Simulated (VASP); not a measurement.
# Ag (P1) in VASP: single point with PBE

Aim: the single point of Ag with PBE.

Everything below comes from runs of VASP 6.6.1. Logs are shortened: lines on timing, memory, paths and dates and some standing lists are left out, and cuts for length are marked.

## (1) The cell of the first run

The typed cell holds 8 atoms: a = 5.976 Å, b = 4.787 Å, c = 6.557 Å, α = 105.34°, β = 116.75°, γ = 106.06°.

## (2) Single point, PBE (atoms moved at random and the cell strained at random)

File INCAR:

```
PREC = Accurate
ENCUT = 520
EDIFF = 1E-6
ISMEAR = 0
SIGMA = 0.15
LREAL = False
LASPH = True
NELM = 100
ALGO = Fast
ISIF = 2
LWAVE = False
LCHARG = False
GGA = PE
NBANDS = 54
LUSENCCL = False
```

File KPOINTS:

```
regular mesh
0
Gamma
  8 8 8
```

File POSCAR:

```
Ag
1.0
    2.1842551477      3.1139652228      4.6090932794
    1.4175763244      2.3073802969     -3.9476378942
   -6.5288221782     -0.3896194979     -0.4687507524
Ag
8
Direct
    0.4547904877      0.2365736550      0.6398850604
    0.3918165397      0.1667597743      0.1656690745
    1.0225888935      0.7667716485      0.7106017845
    0.9769404430      0.6831452277      0.1318573328
    0.5610077177      0.8281902389      0.3741758418
    0.5108632928      0.7652553894      0.8126791810
    0.0271381137      0.2366060938      0.2972580203
    0.0548545119      0.3166979722      0.8678737046
```

Potentials or basis: VASP PAW PBE potentials, release 64 (Ag).

Started as:

```
> cat potpaw_PBE.64/Ag/POTCAR > POTCAR
> mpirun -np 1 vasp_std > vasp.out
```

OUTCAR:

```text
PREC = Accurate
   ENCUT = 520
   EDIFF = 1E-6
   ISMEAR = 0
   LREAL = False
   LASPH = True
   NELM = 100
   ISIF = 2
   GGA = PE

 ion  position               nearest neighbor table
   1  0.455  0.237  0.640-   6 2.34   7 2.53   5 2.67   6 2.81   2 2.87   4 2.88   4 2.98   8 3.06
                             3 3.22   3 3.37   8 3.39
   2  0.392  0.167  0.166-   3 2.48   5 2.52   8 2.53   7 2.75   5 2.76   4 2.76   1 2.87   6 3.07
                             7 3.39   3 3.42   8 3.49
   3  0.023  0.767  0.711-   8 2.48   2 2.48   8 2.64   6 2.69   5 2.81   4 3.01   7 3.20   1 3.22
                             1 3.37   6 3.41   2 3.42   4 3.58
   4  0.977  0.683  0.132-   8 2.42   7 2.46   7 2.67   2 2.76   6 2.84   5 2.88   1 2.88   1 2.98
                             3 3.01   3 3.58
   5  0.561  0.828  0.374-   2 2.52   1 2.67   2 2.76   3 2.81   8 2.87   4 2.88   8 2.95   6 3.10
                             7 3.26   7 3.35   6 3.48
   6  0.511  0.765  0.813-   1 2.34   3 2.69   1 2.81   4 2.84   7 2.87   7 2.97   2 3.07   5 3.10
                             8 3.20   8 3.37   3 3.41   5 3.48
   7  0.027  0.237  0.297-   4 2.46   1 2.53   4 2.67   2 2.75   6 2.87   6 2.97   8 3.01   3 3.20
                             5 3.26   5 3.35   2 3.39   8 3.58
   8  0.055  0.317  0.868-   4 2.42   3 2.48   2 2.53   3 2.64   5 2.87   5 2.95   7 3.01   1 3.06
                             6 3.20   6 3.37   1 3.39   2 3.49   7 3.58

  LATTYP: Found a triclinic cell.
 ALAT       =     5.9759092042
 B/A-ratio  =     1.5871707163
 C/A-ratio  =     0.8010846522
 COS(alpha) =     0.0267243367
 COS(beta)  =     0.2766219603
 COS(gamma) =     0.8093652369

  Lattice vectors:

 A1 = (   2.1842551477,   3.1139652228,   4.6090932794)
 A2 = (  -0.7427355584,   8.1456912446,   4.8017979122)
 A3 = (  -1.4175763244,  -2.3073802969,   3.9476378942)

Analysis of symmetry for initial positions (statically):
=====================================================================
 Subroutine PRICEL returns:
 Original cell was already a primitive cell.

 Routine SETGRP: Setting up the symmetry group for a
 triclinic supercell.

 Subroutine GETGRP returns: Found  1 space group operations
 (whereof  1 operations were pure point group operations)
 out of a pool of  2 trial point group operations.

The static configuration has the point symmetry C_1 .

Analysis of symmetry for dynamics (positions and initial velocities):
=====================================================================
 Subroutine PRICEL returns:
 Original cell was already a primitive cell.

 Routine SETGRP: Setting up the symmetry group for a
 triclinic supercell.

 Subroutine GETGRP returns: Found  1 space group operations
 (whereof  1 operations were pure point group operations)
 out of a pool of  2 trial point group operations.

The dynamic configuration has the point symmetry C_1 .

 Subroutine INISYM returns: Found  1 space group operations
 (whereof  1 operations are pure point group operations),
 and found     1 'primitive' translations

----------------------------------------------------------------------------------------

                                     Primitive cell

  volume of cell :     143.4926

  direct lattice vectors                    reciprocal lattice vectors
     2.184255148  3.113965223  4.609093279    -0.018256427  0.184245799  0.101135225
     1.417576324  2.307380297 -3.947637894    -0.002342413  0.202575404 -0.135752586
    -6.528822178 -0.389619498 -0.468750752    -0.159783375  0.105624860  0.004359972

  length of vectors
     5.975909204  4.787209147  6.557213559     0.210969536  0.243866861  0.191589007

  position of ions in fractional coordinates (direct lattice)
     0.454790488  0.236573655  0.639885060
     0.391816540  0.166759774  0.165669075
     0.022588893  0.766771648  0.710601784
     0.976940443  0.683145228  0.131857333
     0.561007718  0.828190239  0.374175842
     0.510863293  0.765255389  0.812679181
     0.027138114  0.236606094  0.297258020
     0.054854512  0.316697972  0.867873705

  ion indices of the primitive-cell ions
   primitive index   ion index
                 1           1
                 2           2
                 3           3
                 4           4
                 5           5
                 6           6
                 7           7
                 8           8

----------------------------------------------------------------------------------------

 KPOINTS: regular mesh

Automatic generation of k-mesh.
 Grid dimensions read from file:
 generate k-points for:    8    8    8

 Generating k-lattice:

  Cartesian coordinates                     Fractional coordinates (reciprocal lattice)
    -0.002282053  0.023030725  0.012641903     0.125000000 -0.000000000  0.000000000
    -0.000292802  0.025321925 -0.016969073     0.000000000  0.125000000  0.000000000
    -0.019972922  0.013203108  0.000544997     0.000000000 -0.000000000  0.125000000

  Length of vectors
     0.026371192  0.030483358  0.023948626

  Shift w.r.t. Gamma in fractional coordinates (k-lattice)
     0.000000000  0.000000000  0.000000000

 Subroutine IBZKPT returns following result:
 ===========================================

 Found    260 irreducible k-points:

 Following reciprocal coordinates:
            Coordinates               Weight
  0.000000  0.000000  0.000000      1.000000
  0.125000  0.000000  0.000000      2.000000
  0.250000  0.000000  0.000000      2.000000
  0.375000  0.000000  0.000000      2.000000
  0.500000  0.000000  0.000000      1.000000
  0.000000  0.125000  0.000000      2.000000
[... 16 lines left out ...]
  0.125000  0.375000  0.000000      2.000000
  0.250000  0.375000  0.000000      2.000000
 [... further k-points ...]
   k-points           NKPTS =    260   k-points in BZ     NKDIM =    260   number of bands    NBANDS=     54
   number of dos      NEDOS =    301   number of ions     NIONS =      8
   total plane-waves  NPLWV =  86400
   dimension x,y,z NGX =    48 NGY =   36 NGZ =   50
   dimension x,y,z NGXF=    96 NGYF=   72 NGZF=  100
   ions per type =               8
   NGX,Y,Z   is equivalent  to a cutoff of  13.35, 12.50, 12.68 a.u.
   NGXF,Y,Z  is equivalent  to a cutoff of  26.71, 25.00, 25.35 a.u.
 SYSTEM =  unknown system
   PREC   = accura    normal or accurate (medium, high low for compatibility)
   ISTART =      0    job   : 0-new  1-cont  2-samecut
   ICHARG =      2    charge: 1-file 2-atom 10-const
   ISPIN  =      1    spin polarized calculation?
   LNONCOLLINEAR =      F non collinear calculations
   LSORBIT =      F    spin-orbit coupling
   LASPH  =      T    aspherical Exc in radial PAW
   ENCUT  =  520.0 eV  38.22 Ry    6.18 a.u.  11.11  8.90 12.19*2*pi/ulx,y,z
   NELM   =    100;   NELMIN=  2; NELMDL= -5     # of ELM steps
   EDIFF  = 0.1E-05   stopping-criterion for ELM
   LREAL  =      F    real-space projection
   EDIFFG = 0.1E-04   stopping-criterion for IOM
   NSW    =      0    number of steps for IOM
   IBRION =     -1    ionic relax: 0-MD 1-quasi-New 2-CG
   NFREE  =      0    steps in history (QN), initial steepest desc. (CG)
   ISIF   =      2    stress and relaxation
   ISYM   =      2    0-nonsym 1-usesym 2-fastsym
   POTIM  = 0.5000    time-step for ionic-motion
   TEBEG  =    0.0;   TEEND  =   0.0 temperature during run
   PSTRESS=    0.0 pullay stress
   NELECT =      88.0000    total number of electrons
   NUPDOWN=      -1.0000    fix difference up-down
   EMIN   =  10.00;   EMAX   =-10.00  energy-range for DOS
   EFERMI =   0.00;   METHOD = LEGACY
   ISMEAR =     0;   SIGMA  =   0.15  broadening in eV -4-tet -1-fermi 0-gaus
   EFERMI_NEDOS =   21; number of points for ismear=-14 and -15
   IALGO  =     68    algorithm
   IMIX   =      4    mixing-type and parameters
     AMIX     =   0.40;   BMIX     =  1.00
     AMIX_MAG =   1.60;   BMIX_MAG =  1.00
  volume/ion in A,a.u.               =      17.94       121.04
  Fermi-wavevector in a.u.,A,eV,Ry     =   1.390889  2.628399 26.321458  1.934573
  Thomas-Fermi vector in A             =   2.514781
   LORBIT       =      0    0 simple, 1 ext, 2 COOP (PROOUT), +10 PAW based schemes
   GGA     = PE    functional components
   LHFCALC =     F    Hartree Fock is set to
   AEXX    =    0.0000 exact exchange contribution
   IVDW    =     0    specifies the selected vdW correction
   LEPSILON=     F    determine dielectric tensor
   LRPA    =     F    only Hartree local field effects (RPA)
 non-spin polarized calculation
 RMM-DIIS sequential band-by-band and
 Gauss-broadening in eV      SIGMA  =   0.15
  energy-cutoff  :      520.00
  volume of cell :      143.49
 maximum number of plane-waves:      3887
 NGX is ok and might be reduce to    48
   NGX = 23   NGY = 17   NGZ = 25

 number of electron      87.9999994 magnetization

 Free energy of the ion-electron system (eV)
  ---------------------------------------------------
  ext. energy  EPLUGINS =         0.00000000
  ---------------------------------------------------
  free energy    TOTEN  =       -17.72024932 eV

  energy without entropy =      -17.69681558  energy(sigma->0) =      -17.70853245

 E-fermi :   7.8864     XC(G=0): -11.8007

 val. band max:        7.8846856566   @ k =  -0.1250  -0.3750   0.2500
 cond. band min:       7.8936427746   @ k =  -0.2500   0.2500   0.0000
 fundamental gap:      0.0089571180
 Fermi energy:         7.8863812657

 k-point     1 :       0.0000    0.0000    0.0000
  band No.  band energies     occupation
      1       0.2302      2.00000
      2       1.2081      2.00000
      3       1.2446      2.00000
      4       1.3363      2.00000
      5       1.4615      2.00000
      6       1.5592      2.00000
[... 46 lines left out ...]
     53      14.0201      0.00000
     54      16.1178      0.00000

 k-point     2 :       0.1250    0.0000    0.0000
  band No.  band energies     occupation
      1       0.3365      2.00000
      2       1.2341      2.00000
      3       1.2655      2.00000
      4       1.3707      2.00000
      5       1.4951      2.00000
      6       1.5848      2.00000
[... 46 lines left out ...]
     53      14.2784      0.00000
     54      16.0037      0.00000
[... 1195 lines left out ...]
     53      15.7325      0.00000
     54      16.6845      0.00000

 k-point    24 :       0.2500    0.3750    0.0000
  band No.  band energies     occupation
      1       1.1680      2.00000
      2       1.3843      2.00000
      3       1.4756      2.00000
      4       1.5224      2.00000
      5       1.6079      2.00000
      6       1.7414      2.00000
[... 46 lines left out ...]
     53      15.0037      0.00000
     54      15.5948      0.00000

 [... further k-points ...]
[... 5 lines left out ...]
  --------------------------------------------------------------------------------------
  -------------------------------------------------------------------------------------
  Total        7.1351162     10.1679265     28.2305601     -5.6036140     -9.2155620     -2.5858276
  in kB       79.6676505    113.5307119    315.2103398    -62.5675536   -102.8970177    -28.8722431
  external PRESSURE =     169.4695674 kB  Pullay stress =       0.0000000 kB

 VOLUME and BASIS-vectors are now :
 -----------------------------------------------------------------------------
  energy-cutoff  :      520.00
  volume of cell :      143.49
      direct lattice vectors                 reciprocal lattice vectors
     2.184255148  3.113965223  4.609093279    -0.018256427  0.184245799  0.101135225
     1.417576324  2.307380297 -3.947637894    -0.002342413  0.202575404 -0.135752586
    -6.528822178 -0.389619498 -0.468750752    -0.159783375  0.105624860  0.004359972

 POSITION                                       TOTAL-FORCE (eV/Angst)
 -----------------------------------------------------------------------------------
     -2.84896      1.71276      0.86232        -0.864560     -1.243063      3.249342
      0.01060      1.54033      1.06995        -0.455832      2.492815      0.681312
     -3.50310      1.56271     -3.25592         1.959341     -2.621667      0.905426
      2.24142      4.56706      1.74419        -1.457174     -0.930894     -0.749962
     -0.04352      3.51212     -0.85905        -0.326302     -0.016640      1.596608
     -3.10517      3.03991     -1.04728        -0.373011      2.261644     -2.570145
     -1.54606      0.51463     -0.94829        -0.368906      0.099336     -2.902048
     -5.09743      0.56342     -1.40420         1.886444     -0.041532     -0.210531
 -----------------------------------------------------------------------------------
    total drift:                                0.000069      0.000020     -0.000067

  FREE ENERGIE OF THE ION-ELECTRON SYSTEM (eV)
  ---------------------------------------------------
  free  energy   TOTEN  =       -17.7202493171 eV

  energy  without entropy=      -17.6968155803  energy(sigma->0) =      -17.70853245
```

Run time: 23 min. Hardware: 1 × NVIDIA H100 80GB with 1 thread of Intel Xeon Platinum 8481C at 2.70GHz (Sapphire Rapids), shared host; peak memory 2.2 GiB.

Results:

```
Free energy            : -17.7202 eV
Pressure               : 16.9 GPa
Largest force          : 3.585 eV/Å
Band gap on the k mesh : zero (bands 44 and 45 overlap by 2.84 eV)
```

Forces in eV/Å, atoms in the order of the input:
```
Ag  -0.865 -1.243  3.249
Ag  -0.456  2.493  0.681
Ag   1.959 -2.622  0.905
Ag  -1.457 -0.931 -0.750
Ag  -0.326 -0.017  1.597
Ag  -0.373  2.262 -2.570
Ag  -0.369  0.099 -2.902
Ag   1.886 -0.042 -0.211
```

Stress tensor (GPa, compression positive):
```
  7.97  -6.26  -2.89
 -6.26  11.35 -10.29
 -2.89 -10.29  31.52
```

Levels at points of the mesh, in eV from the Fermi level:
```
           k point  band 42  band 43  band 44  band 45  band 46  band 47
(0.00, 0.00, 0.00)    -0.84    -0.11     0.15     0.83     1.09     1.52
(0.50, 0.00, 0.00)    -2.83    -1.53    -1.41     1.89     2.23     4.00
(0.00, 0.50, 0.00)    -2.56    -0.90    -0.74     0.10     0.54     1.91
(0.50, 0.50, 0.00)    -2.47    -1.11    -0.26     0.12     0.77     1.15
(0.00, 0.00, 0.50)    -2.88    -0.70    -0.49     1.60     2.32     3.95
(0.50, 0.00, 0.50)    -2.74    -0.61    -0.10     1.54     1.87     3.45
(0.00, 0.50, 0.50)    -2.53    -0.63    -0.37     0.03     0.26     2.83
(0.50, 0.50, 0.50)    -1.92    -1.79    -1.65    -1.42    -1.07     3.05
```

Caveat: the cell differs from its parent crystal (atoms moved at random and the cell strained at random); the stress differs along the axes, from 8 to 32 GPa; forces of over 1 eV/Å act on the atoms, so gaps and moduli don't describe the material at rest.
